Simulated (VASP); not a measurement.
Here is a VASP 6.6.1 calculation.

The input INCAR:

```
  PREC = Accurate
  ENCUT = 600
  EDIFF = 1E-6
  ISMEAR = -1
  SIGMA = 0.02
  LREAL = F
  LASPH = T
  NELM = 120
  ALGO = Normal
  ISIF = 2
  LWAVE = F
  LCHARG = T
  GGA = PE
  LELF = T
  LVHAR = T
  NBANDS = 11
  GGA_COMPAT = F
```

File KPOINTS:

```
Automatic mesh
0
Gamma
  13 13 13
```

POSCAR

```
BN
1.0
    0.0000000000      1.8123558155      1.8123558155
    1.8123558155      0.0000000000      1.8123558155
    1.8123558155      1.8123558155      0.0000000000
B N
1 1
Direct
    0.0000000000      0.0000000000      0.0000000000
    0.2500000000      0.2500000000      0.2500000000
```

Potentials or basis: VASP PAW PBE potentials, release 64 (B, N).

Launch:

```sh
$ cat potpaw_PBE.64/B/POTCAR potpaw_PBE.64/N/POTCAR > POTCAR
$ mpirun -np 1 vasp_std > vasp.out
```

(1) What does it give for the band gap on the k mesh?

(2) What does it give for the pressure?

## Answers

(1) 4.52 eV (least direct gap 8.78 eV).

(2) 0.0 GPa.

Caveat: an odd mesh through Γ misses points on the zone boundary, where band edges can lie.
